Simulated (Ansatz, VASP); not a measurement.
KF: VASP beside Ansatz

INCAR

```
ALGO = Normal
EDIFF = 1E-6
ENCUT = 520
GGA = PE
ISIF = 2
ISMEAR = 0
LASPH = True
LCHARG = False
LREAL = False
LWAVE = False
NBANDS = 15
NELM = 60
PREC = Accurate
SIGMA = 0.05
```

KPOINTS

```
k-points
0
Gamma
  8 8 8
```

File POSCAR:

```
KF
1.0
    0.0000000000      2.7105354767      2.5072453159
    2.9002729601      0.0000000000      2.5072453159
    2.9002729601      2.7105354767      0.0000000000
K F
1 1
Direct
    0.0000000000      0.0000000000      0.0000000000
    0.5000000000      0.5000000000      0.5000000000
```

Input for Ansatz:

```yaml
crystal:
  lattice:
    - [0.0, 2.7105354767, 2.5072453159]
    - [2.9002729601, 0.0, 2.5072453159]
    - [2.9002729601, 2.7105354767, 0.0]
  atoms:
    - { symbol: K, position: [0.0, 0.0, 0.0] }
    - { symbol: F, position: [0.5, 0.5, 0.5] }
basis:
  ecutwfc: 520.0
kpoints:
  mp_grid: { grid: [8, 8, 8] }
hamiltonian:
  xc: pbe
scf:
  occupations: { method: gaussian, width: 0.05 }
output:
  forces: true
  stress: true
  eigenvalues: true
  write_density: true
  write_potential: true
  elf: true
  volumetric_format: npy
```

Change from the starting cell: normal strain along x +0.0700, normal strain along z -0.0750.

Alike in both runs: task single point; functional PBE; k mesh 8 × 8 × 8; occupations gaussian, width 0.05 eV; no spin polarisation.

```csv
,VASP,Ansatz
version,VASP 6.6.1,Ansatz 0.2.0
potentials or method,"VASP PAW PBE potentials, release 64 (K_sv, F), cutoff 520 eV","scalar-relativistic, plane waves, PAW"
valence electrons in the cell,16,16
```

|  | VASP | Ansatz | Ansatz less VASP |
| --- | --- | --- | --- |
| gap on the k mesh at the Fermi level (eV) | 5.79 | 5.81 | +0.017 |
| least direct gap on the mesh (eV) | 5.79 | 5.81 | +0.017 |
| pressure (GPa) | 1.6 | 1.6 | -0.05 |
| traceless stress, the component that is largest in VASP (GPa) | 4.66 | 4.48 | -0.183 |
